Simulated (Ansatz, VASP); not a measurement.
## One calculation of CuI, two programs

```
Cu I
1.0
     0.00000    3.01203    3.01203
     2.99697    0.00000    3.01203
     2.99697    3.01203    0.00000
Cu I
1 1
Direct
  0.00000 0.00000 0.00000
  0.25000 0.25000 0.25000
```

Change from the starting cell: uniaxial_x strain -0.5%.

Alike in both runs: task single point; functional PBE; k mesh 8 × 8 × 8; occupations fermi-dirac, width 0.02 eV; no spin polarisation.

|  | VASP | Ansatz |
| --- | --- | --- |
| version | VASP 6.6.1 | Ansatz 0.2.0 |
| potentials or method | VASP PAW PBE potentials, release 64 (Cu, I) | plane waves, PAW |
| plane-wave cutoff (eV) | 520 | 420 |
| valence electrons in the cell | 18 | 36 |

Ansatz gave:

| Quantity | Value |
| --- | --- |
| gap on the k mesh at the Fermi level (eV) | 1.18 |
| pressure (GPa) | 1.4 |
| traceless stress, the component that is largest in VASP (GPa) | 0.06 |

**Question.** Estimate VASP's values.

**Answer.** gap on the k mesh at the Fermi level (eV): 1.20; pressure (GPa): 1.4; traceless stress, the component that is largest in VASP (GPa): 0.06.

The functional is the same, so the differences come from potentials, cutoffs and numerics. VASP's potentials hold 18 valence electrons a cell and Ansatz's 36, so a difference there can come from the potentials and not from the codes.

Neither program's run includes spin-orbit coupling.
